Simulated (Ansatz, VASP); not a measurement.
One calculation of Mn, two programs

INCAR

```
PREC = Accurate
ENCUT = 520
EDIFF = 1E-6
ISMEAR = -1
SIGMA = 0.1
LREAL = False
LASPH = True
NELM = 100
ALGO = Normal
ISIF = 2
LWAVE = False
LCHARG = False
GGA = RE
NBANDS = 12
```

KPOINTS

```
Automatic mesh
0
Gamma
  15 15 15
```

File POSCAR:

```
Mn
1.0
    2.3570674986      0.0000000000      0.0000000000
    0.0000000000      2.3570674986      0.0000000000
    0.0000000000      0.0000000000      2.3570674986
Mn
1
Direct
    0.0000000000      0.0000000000      0.0000000000
```

Input for Ansatz:

```yaml
crystal:
  lattice:
    - [2.3570674986, 0.0, 0.0]
    - [0.0, 2.3570674986, 0.0]
    - [0.0, 0.0, 2.3570674986]
  atoms:
    - { symbol: Mn, position: [0.0, 0.0, 0.0] }
hamiltonian:
  xc: revpbe
  pseudopotentials:
    kind: paw
    azcp:
      Mn: "pseudopotentials/Mn.paw.azcp"
basis:
  ecutwfc: 420
  fft_grid_basis: typed
kpoints:
  mp_grid: { grid: [15, 15, 15], shift: [0, 0, 0] }
magnetization:
  spin_polarized: false
scf:
  occupations: { method: fermi_dirac, width: 0.1 }
  lower_state_search: "off"
output:
  stress: true
```

Alike in both runs: task single point; functional revPBE; k mesh 15 × 15 × 15; occupations fermi-dirac, width 0.1 eV; no spin polarisation.

|  | VASP | Ansatz |
| --- | --- | --- |
| version | VASP 6.6.1 | Ansatz 0.2.0 |
| potentials or method | VASP PAW PBE potentials, release 64 (Mn_pv), cutoff 520 eV | plane waves (420 eV) with PAW, scalar-relativistic |
| valence electrons in the cell | 13 | 15 |

Ansatz gave:

```
pressure (GPa) : -13.0
```

Which values does VASP return?

Pressure (GPa): -12.9.

VASP's potentials were made for PBE, not for revPBE. With one functional, cell and mesh, what is left measures potentials, basis and numerics. VASP's potentials hold 13 valence electrons a cell and Ansatz's 15, so a difference there can come from the potentials and not from the codes.
